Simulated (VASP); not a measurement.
Set up this calculation in VASP 6.6.1, as the native input.

| Item | Value |
| --- | --- |
| Task | single point |
| Functional | RPBE |
| Dispersion | D4 |
| Potentials or basis | VASP PAW PBE potentials, release 64 (Ge_d) |
| Cutoff | 520 eV |
| k mesh | 8 × 8 × 8 |
| Occupations | fermi-dirac, width 0.05 eV |
| Spin | no spin polarisation |
| Dipole correction | no |
| Further INCAR settings | ALGO = Normal; EDIFF = 1e-07; NBANDS = 21 |

The structure of Ge lies in POSCAR:

```
Ge
1.0
    0.0000000000      2.8099234548      2.8099234548
    2.8099234548      0.0000000000      2.8099234548
    2.8099234548      2.8099234548      0.0000000000
Ge
2
Direct
    0.7500000000      0.7500000000      0.7500000000
    0.5000000000      0.5000000000      0.5000000000
```

These files were run (other wordings do the same):

INCAR

```
SYSTEM = Ge
  ALGO = Normal
  EDIFF = 1E-7
  ENCUT = 520
  GGA = RP
  ISIF = 2
  ISMEAR = -1
  IVDW = 13
  LASPH = .True.
  LCHARG = .False.
  LREAL = .False.
  LWAVE = .False.
  NBANDS = 21
  NELM = 80
  PREC = Accurate
  SIGMA = 0.05
```

KPOINTS

```
k-points
0
Gamma
  8 8 8
  0 0 0
```

Potentials or basis: VASP PAW PBE potentials, release 64 (Ge_d).

The run is started by

```console
$ cat potpaw_PBE.64/Ge_d/POTCAR > POTCAR
$ mpirun -np 1 vasp_std > vasp.out
```

It gave:

| Quantity | Value |
| --- | --- |
| Pressure | 1.8 GPa |
| Band gap on the k mesh | 0.33 eV, indirect (least direct gap 0.34 eV) |
| Dispersion energy per atom | -0.621 eV |

Caveat: the PAW data sets were made with another functional, which shifts forces and pressure a little.

Run time: 24 s on 1 thread of Intel(R) Xeon(R) Platinum 8488C (Sapphire Rapids) (shared host), peak memory 0.17 GiB.
